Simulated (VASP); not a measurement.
A run of VASP 6.6.1 is set up as follows.

File INCAR:

```
ALGO = Normal ; EDIFF = 1E-6
ENCUT = 520 ; GGA = PE
ISIF = 2 ; ISMEAR = 0
LASPH = T ; LCHARG = F
LREAL = F ; LWAVE = F
NBANDS = 31 ; NELM = 60
PREC = Accurate ; SIGMA = 0.05
```

Contents of KPOINTS:

```
k-points
0
Gamma
  8 8 6
```

Contents of POSCAR:

```
HfO2
1.0
    3.5461606684      0.0000000000      0.0000000000
    0.0000000000      3.5461606684      0.0000000000
    0.0000000000      0.0000000000      5.4380022019
Hf O
2 4
Direct
    0.5000000000      0.5000000000      0.5000000000
    0.0000000000      0.0000000000      0.0000000000
    0.0000000000      0.5000000000      0.6932520948
    0.5000000000      0.0000000000      0.8067479052
    0.5000000000      0.0000000000      0.3067479052
    0.0000000000      0.5000000000      0.1932520948
```

Potentials or basis: VASP PAW PBE potentials, release 64 (Hf_pv, O).

Launch:

```console
$ cat potpaw_PBE.64/Hf_pv/POTCAR potpaw_PBE.64/O/POTCAR > POTCAR
$ mpirun -np 1 vasp_std > vasp.out
```

**Question.** What does it give for the largest force?

**Answer.** 0.265 eV/Å.

**Question.** Estimate the band gap on the k mesh.

**Answer.** 4.55 eV, indirect (least direct gap 4.60 eV).

Forces in eV/Å, atoms in the order of the input:
```
Hf   0.000  0.000  0.000
Hf   0.000  0.000  0.000
O    0.000  0.000 -0.265
O    0.000  0.000  0.265
O    0.000  0.000  0.265
O    0.000  0.000 -0.265
```

Caveat: spin-orbit coupling is left out, which moves the levels of the heavy elements. A k mesh can miss the band edges.
